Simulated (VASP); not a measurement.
# PtSe2 (Sudovikovite) (P-3m1) in VASP: a series of runs, part 2 of 2

VASP 6.6.1. Earlier steps stand in the parts before.

### Step 3. Single point, PBEsol

File INCAR:

```
SYSTEM = PtSe2
  PREC = Accurate
  ENCUT = 520
  EDIFF = 1E-6
  ISMEAR = 0
  SIGMA = 0.05
  LREAL = .False.
  LASPH = .True.
  NELM = 80
  ALGO = Normal
  ISIF = 2
  LWAVE = .False.
  LCHARG = .False.
  GGA = PS
  NBANDS = 18
```

File KPOINTS:

```
Automatic mesh
0
Gamma
  7 7 5
  0 0 0
```

File POSCAR:

```
PtSe2
1.0
    3.7240000000      0.0000000000      0.0000000000
   -1.8620000000      3.2250786037      0.0000000000
    0.0000000000      0.0000000000      5.0620000000
Pt Se
1 2
Direct
    0.0000000000      0.0000000000      0.0000000000
    0.6666666667      0.3333333333      0.7500000000
    0.3333333333      0.6666666667      0.2500000000
```

Potentials or basis: VASP PAW PBE potentials, release 64 (Pt, Se).

The run is started by

```bash
> cat potpaw_PBE.64/Pt/POTCAR potpaw_PBE.64/Se/POTCAR > POTCAR
> mpirun -np 1 vasp_std > vasp.out
```

OUTCAR:

```text
SYSTEM = PtSe2
   PREC = Accurate
   ENCUT = 520
   EDIFF = 1E-6
   ISMEAR = 0
   LREAL = .False.
   LASPH = .True.
   NELM = 80
   ISIF = 2
   GGA = PS

 ion  position               nearest neighbor table
   1  0.000  0.000  0.000-   2 2.49   3 2.49   2 2.49   3 2.49   2 2.49   3 2.49
   2  0.667  0.333  0.750-   1 2.49   1 2.49   1 2.49
   3  0.333  0.667  0.250-   1 2.49   1 2.49   1 2.49

  LATTYP: Found a hexagonal cell.
 ALAT       =     3.7240000000
 C/A-ratio  =     1.3592910849

  Lattice vectors:

 A1 = (   3.7240000000,   0.0000000000,   0.0000000000)
 A2 = (  -1.8620000000,   3.2250786037,   0.0000000000)
 A3 = (   0.0000000000,   0.0000000000,   5.0620000000)

Analysis of symmetry for initial positions (statically):
=====================================================================
 Subroutine PRICEL returns:
 Original cell was already a primitive cell.

 Routine SETGRP: Setting up the symmetry group for a
 hexagonal supercell.

 Subroutine GETGRP returns: Found 12 space group operations
 (whereof 12 operations were pure point group operations)
 out of a pool of 24 trial point group operations.

The static configuration has the point symmetry D_3d.

Analysis of symmetry for dynamics (positions and initial velocities):
=====================================================================
 Subroutine PRICEL returns:
 Original cell was already a primitive cell.

 Routine SETGRP: Setting up the symmetry group for a
 hexagonal supercell.

 Subroutine GETGRP returns: Found 12 space group operations
 (whereof 12 operations were pure point group operations)
 out of a pool of 24 trial point group operations.

The dynamic configuration has the point symmetry D_3d.

 Subroutine INISYM returns: Found 12 space group operations
 (whereof 12 operations are pure point group operations),
 and found     1 'primitive' translations

----------------------------------------------------------------------------------------

[... 115 lines left out ...]
  volume/ion in A,a.u.               =      20.27       136.76
  Fermi-wavevector in a.u.,A,eV,Ry     =   1.166608  2.204570 18.517184  1.360975
  Thomas-Fermi vector in A             =   2.303119
   LORBIT       =      0    0 simple, 1 ext, 2 COOP (PROOUT), +10 PAW based schemes
   GGA     = PS    functional components
   LHFCALC =     F    Hartree Fock is set to
   AEXX    =    0.0000 exact exchange contribution
   IVDW    =     0    specifies the selected vdW correction
   LEPSILON=     F    determine dielectric tensor
   LRPA    =     F    only Hartree local field effects (RPA)
 non-spin polarized calculation
 Gauss-broadening in eV      SIGMA  =   0.05
  energy-cutoff  :      520.00
  volume of cell :       60.80
 maximum number of plane-waves:      1645
   NGX = 13   NGY = 13   NGZ = 19

 number of electron      21.9999999 magnetization

 Free energy of the ion-electron system (eV)
  ---------------------------------------------------
  ext. energy  EPLUGINS =         0.00000000
  ---------------------------------------------------
  free energy    TOTEN  =       -15.88674945 eV

  energy without entropy =      -15.88450680  energy(sigma->0) =      -15.88562812

 E-fermi :   6.4329     XC(G=0): -10.8060

 val. band max:        6.1387052922   @ k =   0.1429  -0.0000   0.0000
 cond. band min:       6.4439542895   @ k =   0.2857   0.2857   0.0000
 fundamental gap:      0.3052489973
 Fermi energy:         6.4328803194

 k-point     1 :       0.0000    0.0000    0.0000
  band No.  band energies     occupation
      1      -9.3435      2.00000
      2      -6.4974      2.00000
      3      -0.8368      2.00000
      4      -0.1105      2.00000
      5      -0.1105      2.00000
      6       2.3742      2.00000
[... 481 lines left out ...]
      5       0.3783      2.00000
      6       1.7227      2.00000
[... 10 lines left out ...]
     17      15.1006      0.00000
     18      15.4591      0.00000

 [... further k-points ...]

------------------------ aborting loop because EDIFF is reached ----------------------------------------

  FORCE on cell =-STRESS in cart. coord.  units (eV):
  Direction    XX          YY          ZZ          XY          YZ          ZX
  --------------------------------------------------------------------------------------
  -------------------------------------------------------------------------------------
  Total        1.0236463      1.0236463      0.4777814      0.0000000      0.0000000      0.0000000
  in kB       26.9766720     26.9766720     12.5912160      0.0000000      0.0000000      0.0000000
  external PRESSURE =      22.1815200 kB  Pullay stress =       0.0000000 kB

 VOLUME and BASIS-vectors are now :
 -----------------------------------------------------------------------------
  energy-cutoff  :      520.00
  volume of cell :       60.80
      direct lattice vectors                 reciprocal lattice vectors
     3.724000000  0.000000000  0.000000000     0.268528464  0.155034981  0.000000000
    -1.862000000  3.225078604  0.000000000     0.000000000  0.310069962  0.000000000
     0.000000000  0.000000000  5.062000000     0.000000000  0.000000000  0.197550375

 POSITION                                       TOTAL-FORCE (eV/Angst)
 -----------------------------------------------------------------------------------
      0.00000      0.00000      0.00000         0.000000      0.000000      0.000000
      1.86200      1.07503      3.79650         0.000000     -0.000000     -0.380958
     -0.00000      2.15005      1.26550        -0.000000      0.000000      0.380958
 -----------------------------------------------------------------------------------
    total drift:                               -0.000000     -0.000000     -0.000000

  FREE ENERGIE OF THE ION-ELECTRON SYSTEM (eV)
  ---------------------------------------------------
  free  energy   TOTEN  =       -15.8867494460 eV

  energy  without entropy=      -15.8845068006  energy(sigma->0) =      -15.88562812
```

OSZICAR:

```text
N       E                     dE             d eps       ncg     rms          rms(c)
DAV:   1     0.106741053654E+03    0.10674E+03   -0.10109E+04  1176   0.108E+03
DAV:   2    -0.116664451188E+02   -0.11841E+03   -0.11480E+03  1432   0.210E+02
DAV:   3    -0.167222824156E+02   -0.50558E+01   -0.50215E+01  1394   0.431E+01
DAV:   4    -0.167590115950E+02   -0.36729E-01   -0.36718E-01  1430   0.400E+00
DAV:   5    -0.167593772131E+02   -0.36562E-03   -0.36560E-03  1380   0.384E-01    0.133E+01
DAV:   6    -0.161290564769E+02    0.63032E+00   -0.44358E+00  1202   0.190E+01    0.795E+00
DAV:   7    -0.159154620830E+02    0.21359E+00   -0.85940E-01  1190   0.908E+00    0.394E+00
DAV:   8    -0.158888239122E+02    0.26638E-01   -0.53657E-02  1252   0.167E+00    0.851E-01
DAV:   9    -0.158867011249E+02    0.21228E-02   -0.54083E-03  1308   0.675E-01    0.203E-01
DAV:  10    -0.158867587515E+02   -0.57627E-04   -0.82879E-04  1324   0.192E-01    0.379E-02
DAV:  11    -0.158867490895E+02    0.96620E-05   -0.61048E-05  1406   0.703E-02    0.205E-02
DAV:  12    -0.158867494460E+02   -0.35647E-06   -0.52897E-06  1250   0.152E-02
   1 F= -.15886749E+02 E0= -.15885628E+02  d E =-.224265E-02
```

It took 39 s on 1 thread of AMD EPYC 7R43 (Zen 3), shared host; peak memory 0.16 GiB.

Results:

* Free energy: -15.8867 eV
* Pressure: 2.2 GPa
* Largest force: 0.381 eV/Å
* Band gap on the k mesh: zero (band 11 reaches 6.80 eV, above the bottom of band 12 at 6.44 eV)

Forces on the atoms (eV/Å):
```
Pt   0.000  0.000  0.000
Se   0.000  0.000 -0.381
Se   0.000  0.000  0.381
```

Stress tensor (GPa, compression positive):
```
2.70 0.00 0.00
0.00 2.70 0.00
0.00 0.00 1.26
```

Levels at points of the mesh, in eV from the Fermi level:
| k point | band 9 | band 10 | band 11 | band 12 | band 13 | band 14 |
| --- | --- | --- | --- | --- | --- | --- |
| (0.00, 0.00, 0.00) | -1.10 | -1.10 | 0.37 | 1.43 | 1.43 | 3.46 |

Caveat: the PAW data sets were made with another functional, which shifts forces and pressure a little; spin-orbit coupling is left out, which moves the levels of the heavy elements.

### Step 4. Single point, PBEsol

File INCAR:

```
PREC     = Accurate       # precision mode
ENCUT    = 520            # plane-wave cutoff, eV
EDIFF    = 1E-6           # SCF threshold, eV
ISMEAR   = 0              # smearing method
SIGMA    = 0.05           # smearing width, eV
LREAL    = F              # projectors in reciprocal space
LASPH    = T              # aspherical terms in the spheres
NELM     = 80             # most SCF steps
ALGO     = Normal         # electronic algorithm
ISIF     = 2              # what is computed and relaxed
LWAVE    = F              # write WAVECAR
LCHARG   = T              # write CHGCAR
GGA      = PS             # functional
LELF     = T              # ELF
LVHAR    = T            
NBANDS   = 18             # bands
```

File KPOINTS:

```
regular mesh
0
Gamma
  7 7 5
```

POSCAR is that of step 3.

The run is started by

```bash
> cat potpaw_PBE.64/Pt/POTCAR potpaw_PBE.64/Se/POTCAR > POTCAR
> mpirun -np 1 vasp_std > vasp.out
```

Wall time 48 s (1 thread of AMD EPYC 7R43 (Zen 3), shared host); peak memory 0.16 GiB.

It converged, with:

```yaml
Free_energy: -15.8867 eV
Pressure: 2.2 GPa
Largest_force: 0.381 eV/Å
Band_gap_on_the_k_mesh: zero (band 11 reaches 6.80 eV, above the bottom of band 12 at 6.44 eV)
```

Forces on the atoms (eV/Å):
```
Pt   0.000  0.000  0.000
Se   0.000  0.000 -0.381
Se   0.000  0.000  0.381
```

Stress tensor (GPa, compression positive):
```
2.70 0.00 0.00
0.00 2.70 0.00
0.00 0.00 1.26
```

Levels at points of the mesh, in eV from the Fermi level:
```csv
k point,band 9,band 10,band 11,band 12,band 13,band 14
"(0.00, 0.00, 0.00)",-1.10,-1.10,0.37,1.43,1.43,3.46
```

Caveat: the PAW data sets were made with another functional, which shifts forces and pressure a little; spin-orbit coupling is left out, which moves the levels of the heavy elements.

### Step 5. Single point, r2SCAN+U

POSCAR is that of step 4.

File INCAR.step1:

```
PREC     = Accurate       # precision mode
ENCUT    = 520            # plane-wave cutoff, eV
ISMEAR   = -1             # smearing method
SIGMA    = 0.1            # smearing width, eV
LREAL    = False          # projectors in reciprocal space
LASPH    = True           # aspherical terms in the spheres
NELM     = 150            # most SCF steps
LMAXMIX  = 4              # l up to which the mixer works
LDAU     = True           # DFT+U
LDAUTYPE = 2            
LDAUL    = 2 -1           # shell
LDAUU    = 3 0            # U, eV
LDAUJ    = 0 0          
NBANDS   = 18             # bands
GGA      = PE             # functional
ALGO     = Normal         # electronic algorithm
EDIFF    = 1E-4           # SCF threshold, eV
LWAVE    = True           # write WAVECAR
LCHARG   = False          # write CHGCAR
```

File INCAR.step2:

```
PREC     = Accurate       # precision mode
ENCUT    = 520            # plane-wave cutoff, eV
EDIFF    = 1E-6           # SCF threshold, eV
ISMEAR   = -1             # smearing method
SIGMA    = 0.1            # smearing width, eV
LREAL    = False          # projectors in reciprocal space
LASPH    = True           # aspherical terms in the spheres
NELM     = 150            # most SCF steps
ALGO     = Normal         # electronic algorithm
ISIF     = 2              # what is computed and relaxed
LWAVE    = False          # write WAVECAR
LCHARG   = True           # write CHGCAR
LMAXMIX  = 4              # l up to which the mixer works
LDAU     = True           # DFT+U
LDAUTYPE = 2            
LDAUL    = 2 -1           # shell
LDAUU    = 3 0            # U, eV
LDAUJ    = 0 0          
LDAUPRINT= 1            
METAGGA  = R2SCAN         # meta-GGA
LMIXTAU  = True         
LELF     = True           # ELF
LVHAR    = True         
NBANDS   = 18             # bands
ISTART   = 1
```

KPOINTS is that of step 4.

The run is started by

```bash
> cat potpaw_PBE.64/Pt/POTCAR potpaw_PBE.64/Se/POTCAR > POTCAR
> cp INCAR.step1 INCAR
> mpirun -np 1 vasp_std > vasp.out
> cp INCAR.step2 INCAR
> mpirun -np 1 vasp_std > vasp.out
```

It took 3.3 min on 1 thread of AMD EPYC 7R43 (Zen 3), shared host; peak memory 0.16 GiB.

The run converged. Its results:

```yaml
Free_energy: -79.3610 eV
Pressure: 3.3 GPa
Largest_force: 0.294 eV/Å
Band_gap_on_the_k_mesh: zero (band 11 reaches 6.66 eV, above the bottom of band 12 at 6.35 eV)
```

Forces on the atoms (eV/Å):
```
Pt   0.000  0.000  0.000
Se   0.000  0.000 -0.294
Se   0.000  0.000  0.294
```

Stress tensor (GPa, compression positive):
```
3.03 0.00 0.00
0.00 3.03 0.00
0.00 0.00 3.94
```

Levels at points of the mesh, in eV from the Fermi level:
```
           k point  band 8  band 9  band 10  band 11  band 12  band 13  band 14  band 15
(0.00, 0.00, 0.00)   -3.18   -1.09    -1.09     0.44     1.50     1.50     4.17     4.88
```

Eigenvalues of the final occupation matrices:
```tsv
site	spin	trace	eigenvalues
site 1 d	1	4.14	0.69 0.69 0.92 0.92 0.92
site 1 d	2	4.14	0.69 0.69 0.92 0.92 0.92
```

Caveat: the PAW data sets were made with another functional, which shifts forces and pressure a little; spin-orbit coupling is left out, which moves the levels of the heavy elements; U without spin polarisation on a metal has little footing.

### Step 6. Summary

| level | U | k mesh | smearing | gap on the mesh (eV) | pressure (GPa) | largest force (eV/Å) |
| --- | --- | --- | --- | --- | --- | --- |
| PBEsol | - | 8 × 8 × 5 | fermi-dirac 0.05 eV | none | 2.2 | 0.36 |
| PBEsol | - | 7 × 7 × 5 | gaussian 0.05 eV | none | 2.2 | 0.38 |
| r2SCAN+U | Pt d U = 3.0 eV | 7 × 7 × 5 | fermi-dirac 0.1 eV | none | 3.3 | 0.29 |

Alike in all rows: task single point; potentials or basis VASP PAW PBE potentials, release 64 (Pt, Se); no spin polarisation; cell as given; cutoff (eV) 520.

Every run on the cell as given and a fine mesh finds a metal. The pressure there spans 2.2 GPa (PBEsol) to 3.3 GPa (r2SCAN+U); a positive pressure means that this level wants a larger cell, a negative one a smaller.

Caveats: the PAW data sets were made with another functional, which shifts forces and pressure a little; spin-orbit coupling is left out, which moves the levels of the heavy elements; U without spin polarisation on a metal has little footing (some runs).

Absolute energies hang on the potentials; compare differences alone.
